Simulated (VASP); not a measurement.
# Fe (Im-3m) in VASP: further runs

Runs on Fe. Level: PBEsol. Tasks: single point, relaxation of volume and atoms at fixed shape.

Program: VASP 6.6.1. These are calculated values, not measurements. Logs are shortened: lines on timing, memory, paths and dates and some standing lists are left out, and cuts for length are marked.

## 1. The cell of the first run

Symmetry: Im-3m, No. 229, cubic system. Conventional cell: a = 2.796 Å, b = 2.796 Å, c = 2.796 Å, α = 90.00°, β = 90.00°, γ = 90.00°. Within 3.2 Å of Fe (site symmetry m-3m) lie 14 Fe at 2.42 to 2.80 Å.

## 2. Single point, PBEsol, collinear spin, ferromagnetic start

The input, INCAR:

```
PREC     = Accurate       # precision mode
ENCUT    = 600            # plane-wave cutoff, eV
EDIFF    = 1E-6           # SCF threshold, eV
ISMEAR   = -1             # smearing method
SIGMA    = 0.05           # smearing width, eV
LREAL    = False          # projectors in reciprocal space
LASPH    = True           # aspherical terms in the spheres
NELM     = 200            # most SCF steps
ALGO     = Normal         # electronic algorithm
ISIF     = 2              # what is computed and relaxed
LWAVE    = False          # write WAVECAR
LCHARG   = True           # write CHGCAR
ISPIN    = 2              # spin polarisation
MAGMOM   = 3.5            # initial moments
LORBIT   = 11             # projections on sites
LMAXMIX  = 4              # l up to which the mixer works
GGA      = PS             # functional
LELF     = True           # ELF
LVHAR    = True         
NBANDS   = 14             # bands
GGA_COMPAT= False
```

The input, KPOINTS:

```
Automatic mesh
0
Gamma
  11 11 11
```

The input, POSCAR:

```
Fe
1.0
   -1.3978346502      1.3978346502      1.3978346502
    1.3978346502     -1.3978346502      1.3978346502
    1.3978346502      1.3978346502     -1.3978346502
Fe
1
Direct
    0.0000000000      0.0000000000      0.0000000000
```

Potentials or basis: VASP PAW PBE potentials, release 64 (Fe).

Run with:

```console
$ cat potpaw_PBE.64/Fe/POTCAR > POTCAR
$ mpirun -np 1 vasp_std > vasp.out
```

OUTCAR:

```text
PREC = Accurate
   ENCUT = 600
   EDIFF = 1E-6
   ISMEAR = -1
   LREAL = False
   LASPH = True
   NELM = 200
   ISIF = 2
   ISPIN = 2
   LORBIT = 11
   GGA = PS

 ion  position               nearest neighbor table
   1  0.000  0.000  0.000-

  LATTYP: Found a body centered cubic cell.
 ALAT       =     2.7956693004

  Lattice vectors:

 A1 = (  -1.3978346502,   1.3978346502,   1.3978346502)
 A2 = (   1.3978346502,  -1.3978346502,   1.3978346502)
 A3 = (   1.3978346502,   1.3978346502,  -1.3978346502)

Analysis of symmetry for initial positions (statically):
=====================================================================
 Subroutine PRICEL returns:
 Original cell was already a primitive cell.

 Routine SETGRP: Setting up the symmetry group for a
 body centered cubic supercell.

 Subroutine GETGRP returns: Found 48 space group operations
[... 9 lines left out ...]

 Routine SETGRP: Setting up the symmetry group for a
 body centered cubic supercell.

 Subroutine GETGRP returns: Found 48 space group operations
 (whereof 48 operations were pure point group operations)
 out of a pool of 48 trial point group operations.

The dynamic configuration has the point symmetry O_h .

Analysis of structural, dynamic, and magnetic symmetry:
=====================================================================
 Subroutine PRICEL returns:
 Original cell was already a primitive cell.

 Routine SETGRP: Setting up the symmetry group for a
 body centered cubic supercell.

 Subroutine GETGRP returns: Found 48 space group operations
 (whereof 48 operations were pure point group operations)
 out of a pool of 48 trial point group operations.

The overall configuration has the point symmetry O_h .

 Subroutine INISYM returns: Found 48 space group operations
[... 5 lines left out ...]
                                     Primitive cell

  volume of cell :      10.9251

  direct lattice vectors                    reciprocal lattice vectors
    -1.397834650  1.397834650  1.397834650     0.000000000  0.357696098  0.357696098
     1.397834650 -1.397834650  1.397834650     0.357696098  0.000000000  0.357696098
     1.397834650  1.397834650 -1.397834650     0.357696098  0.357696098  0.000000000

  length of vectors
     2.421120635  2.421120635  2.421120635     0.505858673  0.505858673  0.505858673

  position of ions in fractional coordinates (direct lattice)
     0.000000000  0.000000000  0.000000000

  ion indices of the primitive-cell ions
   primitive index   ion index
                 1           1

----------------------------------------------------------------------------------------

 KPOINTS: Automatic mesh

Automatic generation of k-mesh.
 Grid dimensions read from file:
 generate k-points for:   11   11   11

 Generating k-lattice:

  Cartesian coordinates                     Fractional coordinates (reciprocal lattice)
     0.000000000  0.032517827  0.032517827     0.090909091  0.000000000  0.000000000
     0.032517827  0.000000000  0.032517827     0.000000000  0.090909091  0.000000000
     0.032517827  0.032517827  0.000000000     0.000000000  0.000000000  0.090909091

  Length of vectors
     0.045987152  0.045987152  0.045987152

  Shift w.r.t. Gamma in fractional coordinates (k-lattice)
     0.000000000  0.000000000  0.000000000

 Subroutine IBZKPT returns following result:
 ===========================================

 Found     56 irreducible k-points:

 Following reciprocal coordinates:
            Coordinates               Weight
  0.000000  0.000000  0.000000      1.000000
  0.090909  0.000000  0.000000     12.000000
  0.181818  0.000000  0.000000     12.000000
  0.272727  0.000000  0.000000     12.000000
  0.363636  0.000000  0.000000     12.000000
  0.454545  0.000000  0.000000     12.000000
[... 16 lines left out ...]
  0.272727  0.181818  0.090909     48.000000
  0.363636  0.181818  0.090909     24.000000
 [... further k-points ...]
   k-points           NKPTS =     56   k-points in BZ     NKDIM =     56   number of bands    NBANDS=     14
   number of dos      NEDOS =    301   number of ions     NIONS =      1
   total plane-waves  NPLWV =   8000
   dimension x,y,z NGX =    20 NGY =   20 NGZ =   20
   dimension x,y,z NGXF=    40 NGYF=   40 NGZF=   40
   ions per type =               1
   NGX,Y,Z   is equivalent  to a cutoff of  13.73, 13.73, 13.73 a.u.
   NGXF,Y,Z  is equivalent  to a cutoff of  27.47, 27.47, 27.47 a.u.
 SYSTEM =  unknown system
   PREC   = accura    normal or accurate (medium, high low for compatibility)
   ISTART =      0    job   : 0-new  1-cont  2-samecut
   ICHARG =      2    charge: 1-file 2-atom 10-const
   ISPIN  =      2    spin polarized calculation?
   LNONCOLLINEAR =      F non collinear calculations
   LSORBIT =      F    spin-orbit coupling
   LASPH  =      T    aspherical Exc in radial PAW
   ENCUT  =  600.0 eV  44.10 Ry    6.64 a.u.   4.84  4.84  4.84*2*pi/ulx,y,z
   NELM   =    200;   NELMIN=  2; NELMDL= -5     # of ELM steps
   EDIFF  = 0.1E-05   stopping-criterion for ELM
   LREAL  =      F    real-space projection
   EDIFFG = 0.1E-04   stopping-criterion for IOM
   NSW    =      0    number of steps for IOM
   IBRION =     -1    ionic relax: 0-MD 1-quasi-New 2-CG
   NFREE  =      0    steps in history (QN), initial steepest desc. (CG)
   ISIF   =      2    stress and relaxation
   ISYM   =      2    0-nonsym 1-usesym 2-fastsym
   POTIM  = 0.5000    time-step for ionic-motion
   TEBEG  =    0.0;   TEEND  =   0.0 temperature during run
   PSTRESS=    0.0 pullay stress
   NELECT =       8.0000    total number of electrons
   NUPDOWN=      -1.0000    fix difference up-down
   EMIN   =  10.00;   EMAX   =-10.00  energy-range for DOS
   EFERMI =   0.00;   METHOD = LEGACY
   ISMEAR =    -1;   SIGMA  =   0.05  broadening in eV -4-tet -1-fermi 0-gaus
   EFERMI_NEDOS =   21; number of points for ismear=-14 and -15
   IALGO  =     38    algorithm
   IMIX   =      4    mixing-type and parameters
     AMIX     =   0.40;   BMIX     =  1.00
     AMIX_MAG =   1.60;   BMIX_MAG =  1.00
  volume/ion in A,a.u.               =      10.93        73.73
  Fermi-wavevector in a.u.,A,eV,Ry     =   1.475579  2.788439 29.624405  2.177332
  Thomas-Fermi vector in A             =   2.590211
   LORBIT       =     11    0 simple, 1 ext, 2 COOP (PROOUT), +10 PAW based schemes
   GGA     = PS    functional components
   LHFCALC =     F    Hartree Fock is set to
   AEXX    =    0.0000 exact exchange contribution
   IVDW    =     0    specifies the selected vdW correction
   LEPSILON=     F    determine dielectric tensor
   LRPA    =     F    only Hartree local field effects (RPA)
 spin polarized calculation
  energy-cutoff  :      600.00
  volume of cell :       10.93
 maximum number of plane-waves:       373
   NGX =  9   NGY =  9   NGZ =  9

 number of electron       8.0000002 magnetization       2.2149421

 Free energy of the ion-electron system (eV)
  ---------------------------------------------------
  ext. energy  EPLUGINS =         0.00000000
  ---------------------------------------------------
  free energy    TOTEN  =        -8.91589477 eV

  energy without entropy =       -8.90795056  energy(sigma->0) =       -8.91192266

 E-fermi :   6.1046     XC(G=0): -13.4990

 val. band max:        6.0972030799   @ k =   0.4545   0.0909  -0.0000
 cond. band min:       6.1154909313   @ k =  -0.4545  -0.4545   0.3636
 fundamental gap:      0.0182878515
 Fermi energy:         6.1046003251

 spin component 1

 k-point     1 :       0.0000    0.0000    0.0000
  band No.  band energies     occupation
      1      -2.6871      1.00000
      2       3.6631      1.00000
      3       3.6631      1.00000
      4       3.6631      1.00000
      5       5.0295      1.00000
      6       5.0295      1.00000
      7      31.3795      0.00000
      8      31.3795      0.00000
      9      31.3795      0.00000
     10      36.7481      0.00000
     11      36.7481      0.00000
     12      39.2293      0.00000
     13      39.2293      0.00000
     14      39.2293      0.00000

 k-point     2 :       0.0909    0.0000    0.0000
  band No.  band energies     occupation
      1      -2.3363      1.00000
      2       3.5643      1.00000
      3       3.6514      1.00000
      4       3.8575      1.00000
      5       4.9363      1.00000
      6       5.0379      1.00000
      7      29.3857      0.00000
      8      30.8580      0.00000
      9      31.1842      0.00000
     10      35.8776      0.00000
[... 362 lines left out ...]
 k-point    24 :       0.3636    0.1818    0.0909
  band No.  band energies     occupation
      1       1.8533      1.00000
      2       2.4612      1.00000
      3       3.6787      1.00000
      4       5.1885      1.00000
      5       5.2993      1.00000
      6      10.7519      0.00000
      7      14.0209      0.00000
      8      18.8381      0.00000
      9      22.0801      0.00000
     10      36.2477      0.00000
     11      41.0389      0.00000
     12      42.0001      0.00000
     13      47.5438      0.00000
     14      47.9598      0.00000

 [... further k-points ...]

 spin component 2

 k-point     1 :       0.0000    0.0000    0.0000
  band No.  band energies     occupation
      1      -2.3978      1.00000
      2       5.6223      0.99994
      3       5.6224      0.99994
      4       5.6224      0.99994
      5       7.6726      0.00000
      6       7.6726      0.00000
      7      31.3183      0.00000
      8      31.3183      0.00000
      9      31.3183      0.00000
     10      37.0757      0.00000
     11      37.0757      0.00000
     12      40.0145      0.00000
     13      40.0146      0.00000
     14      40.0146      0.00000

 k-point     2 :       0.0909    0.0000    0.0000
  band No.  band energies     occupation
      1      -2.0447      1.00000
      2       5.5048      0.99999
      3       5.5973      0.99996
      4       5.8331      0.99564
      5       7.5509      0.00000
      6       7.6820      0.00000
      7      29.5927      0.00000
      8      30.8913      0.00000
      9      31.2362      0.00000
     10      36.2783      0.00000
[... 362 lines left out ...]
 k-point    24 :       0.3636    0.1818    0.0909
  band No.  band energies     occupation
      1       3.2640      1.00000
      2       4.0958      1.00000
      3       4.9641      1.00000
      4       7.7624      0.00000
      5       7.9723      0.00000
      6      12.0122      0.00000
      7      15.2712      0.00000
      8      19.6010      0.00000
      9      22.7515      0.00000
     10      36.4721      0.00000
     11      41.2366      0.00000
     12      42.5813      0.00000
     13      47.6404      0.00000
     14      48.8035      0.00000

 [... further k-points ...]

------------------------ aborting loop because EDIFF is reached ----------------------------------------

  FORCE on cell =-STRESS in cart. coord.  units (eV):
  Direction    XX          YY          ZZ          XY          YZ          ZX
  --------------------------------------------------------------------------------------
  -------------------------------------------------------------------------------------
  Total       -0.0059046     -0.0059046     -0.0059046     -0.0000000     -0.0000000     -0.0000000
  in kB       -0.8659177     -0.8659177     -0.8659177     -0.0000000     -0.0000000     -0.0000000
  external PRESSURE =      -0.8659177 kB  Pullay stress =       0.0000000 kB

 VOLUME and BASIS-vectors are now :
 -----------------------------------------------------------------------------
  energy-cutoff  :      600.00
  volume of cell :       10.93
      direct lattice vectors                 reciprocal lattice vectors
    -1.397834650  1.397834650  1.397834650     0.000000000  0.357696098  0.357696098
     1.397834650 -1.397834650  1.397834650     0.357696098  0.000000000  0.357696098
     1.397834650  1.397834650 -1.397834650     0.357696098  0.357696098  0.000000000

 POSITION                                       TOTAL-FORCE (eV/Angst)
 -----------------------------------------------------------------------------------
      0.00000      0.00000      0.00000         0.000000     -0.000000      0.000000
 -----------------------------------------------------------------------------------
    total drift:                                0.000000     -0.000000      0.000000

  FREE ENERGIE OF THE ION-ELECTRON SYSTEM (eV)
  ---------------------------------------------------
  free  energy   TOTEN  =        -8.9158947653 eV

  energy  without entropy=       -8.9079505589  energy(sigma->0) =       -8.91192266

 total charge

# of ion       s       p       d       tot
------------------------------------------
    1        0.508   0.581   6.269   7.358

 magnetization (x)

# of ion       s       p       d       tot
------------------------------------------
    1       -0.012  -0.047   2.255   2.196
```

Run time: 20 s. Hardware: 1 thread of Intel Xeon Platinum 8375C at 2.90GHz (Ice Lake), shared host; peak memory 0.14 GiB.

Results:

* Free energy: -8.9159 eV
* Pressure: -0.1 GPa
* Net moment: 2.21 μB per cell
* Site moments: Fe +2.20 μB
* Valence electrons inside the program's atomic spheres: Fe 7.36

Caveat: the PAW data sets were made with another functional, which shifts forces and pressure a little.

## 3. Relaxation of volume and atoms at fixed shape, PBEsol, collinear spin, ferromagnetic start

This run uses another cell than the first one, of 12.02 Å³/atom, 1.100 times its volume.

The input, INCAR:

```
PREC = Accurate
ENCUT = 600
EDIFF = 1E-7
ISMEAR = -1
SIGMA = 0.05
LREAL = False
LASPH = True
NELM = 200
ALGO = Normal
ISIF = 8
LWAVE = False
LCHARG = False
ISPIN = 2
MAGMOM = 3.5
LORBIT = 11
LMAXMIX = 4
GGA = PS
IBRION = 2
NSW = 60
EDIFFG = -0.03
GGA_COMPAT = False
NELMIN = 4
```

KPOINTS is that of step 2.

The input, POSCAR:

```
Fe
1.0
   -1.4430000000      1.4430000000      1.4430000000
    1.4430000000     -1.4430000000      1.4430000000
    1.4430000000      1.4430000000     -1.4430000000
Fe
1
Direct
    0.0000000000      0.0000000000      0.0000000000
```

Potentials or basis: VASP PAW PBE potentials, release 64 (Fe).

Run with:

```console
$ cat potpaw_PBE.64/Fe/POTCAR > POTCAR
$ mpirun -np 1 vasp_std > vasp.out
```

Run time: 32 s. Hardware: 1 thread of Intel Xeon Platinum 8375C at 2.90GHz (Ice Lake), shared host; peak memory 0.14 GiB.

The run converged. Its results:

```yaml
Free_energy: -8.9164 eV
Relaxed_volume: 10.90 Å³/atom
Relaxed_cell: a = 2.419 Å, b = 2.419 Å, c = 2.419 Å, α = 109.47°, β = 109.47°, γ = 109.47°
Space_group_after_relaxing_to_0.05_Å: Im-3m (No. 229)
Energy_gained_by_relaxing: 68.0 meV/atom
Ionic_steps: 3
Pressure_after_relaxing: 0.4 GPa
Net_moment: 2.21 μB per cell
Site_moments: Fe +2.19 μB
Valence_electrons_inside_the_program's_atomic_spheres: Fe 7.36
```

The path:
| step | energy change (eV) | largest force (eV/Å) | pressure (GPa) | volume (Å³) |
| --- | --- | --- | --- | --- |
| 1 | 0.0000 | 0.0000 | -17.85 | 12.02 |
| 2 | 0.0082 | 0.0000 | 25.01 | 9.84 |
| 3 | -0.0680 | 0.0000 | 0.40 | 10.90 |

Final structure:
```cif
data_structure
_symmetry_space_group_name_H-M 'P 1'
_symmetry_Int_Tables_number 1
_cell_length_a 2.4194
_cell_length_b 2.4194
_cell_length_c 2.4194
_cell_angle_alpha 109.471
_cell_angle_beta 109.471
_cell_angle_gamma 109.471
_cell_volume 10.90
loop_
_atom_site_label
_atom_site_type_symbol
_atom_site_fract_x
_atom_site_fract_y
_atom_site_fract_z
_atom_site_occupancy
Fe1 Fe 0.00000 0.00000 0.00000 1
```

Levels at points of the mesh, in eV from the Fermi level:
Spin up:
```
           k point  band 2  band 3  band 4  band 5  band 6  band 7  band 8  band 9
(0.00, 0.00, 0.00)   -2.45   -2.45   -2.45   -1.08   -1.08   25.29   25.29   25.29
```
Spin down:
```csv
k point,band 1,band 2,band 3,band 4,band 5,band 6,band 7,band 8
"(0.00, 0.00, 0.00)",-8.52,-0.49,-0.49,-0.49,1.56,1.56,25.23,25.23
```

Caveat: the PAW data sets were made with another functional, which shifts forces and pressure a little.
